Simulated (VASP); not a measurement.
Set up this calculation in VASP 6.6.1, as the native input.

```yaml
Task: relaxation of cell and atoms
Functional: PBE
Potentials_or_basis: VASP PAW PBE potentials, release 64 (Pt, S)
Cutoff: 600 eV
k_mesh: 4 × 4 × 6
Occupations: gaussian, width 0.1 eV
Spin: no spin polarisation
Dipole_correction: no
Further_INCAR_settings: ALGO = Normal; EDIFF = 1e-06; IBRION = 2; EDIFFG = -0.04; NSW = 90; ISIF = 3
```

The structure of PtS2 lies in POSCAR:

```
PtS2
1.0
    2.5032348255     -4.1626854038      0.0000000000
    2.5032348255      4.1626854038      0.0000000000
    0.0000000000      0.0000000000      2.7198968315
Pt S
1 2
Direct
    0.5000000000      0.5000000000      0.5000000000
    0.0000000000      0.5000000000      0.5000000000
    0.5000000000      0.0000000000      0.5000000000
```

The cell was generated, and may not be a known phase.

These files were run (other wordings do the same):

INCAR

```
SYSTEM = PtS2
  PREC = Accurate
  ENCUT = 600
  EDIFF = 1E-6
  ISMEAR = 0
  SIGMA = 0.1
  LREAL = .FALSE.
  LASPH = .TRUE.
  NELM = 80
  ALGO = Normal
  ISIF = 3
  LWAVE = .FALSE.
  LCHARG = .FALSE.
  GGA = PE
  IBRION = 2
  NSW = 90
  EDIFFG = -0.04
```

KPOINTS

```
Automatic mesh
0
G
  4 4 6
  0 0 0
```

Potentials or basis: VASP PAW PBE potentials, release 64 (Pt, S).

Launch:

```console
$ cat potpaw_PBE.64/Pt/POTCAR potpaw_PBE.64/S/POTCAR > POTCAR
$ mpirun -np 1 vasp_std > vasp.out
```

Results of the run:

| Quantity | Value |
| --- | --- |
| Relaxed volume | 18.97 Å³/atom |
| Relaxed cell | a = 4.831 Å, b = 4.831 Å, c = 2.766 Å, α = 90.00°, β = 90.00°, γ = 118.12° |
| Space group after relaxing (to 0.1 Å) | Cmmm (No. 65) |
| Energy gained by relaxing | 4.7 meV/atom |
| Ionic steps | 5 |
| Pressure after relaxing | 0.0 GPa |
| Band gap on the k mesh | zero (bands 11 and 12 overlap by 3.52 eV) |

Caveat: the k points lie up to 0.38 Å⁻¹ apart in the final cell, too coarse for converged energies and pressures of a metal; spin-orbit coupling is left out, which moves the levels of the heavy elements.

It took 56 s on 1 thread of AMD EPYC 9R45 96-Core Processor (Zen 5) (shared host), peak memory 0.18 GiB.
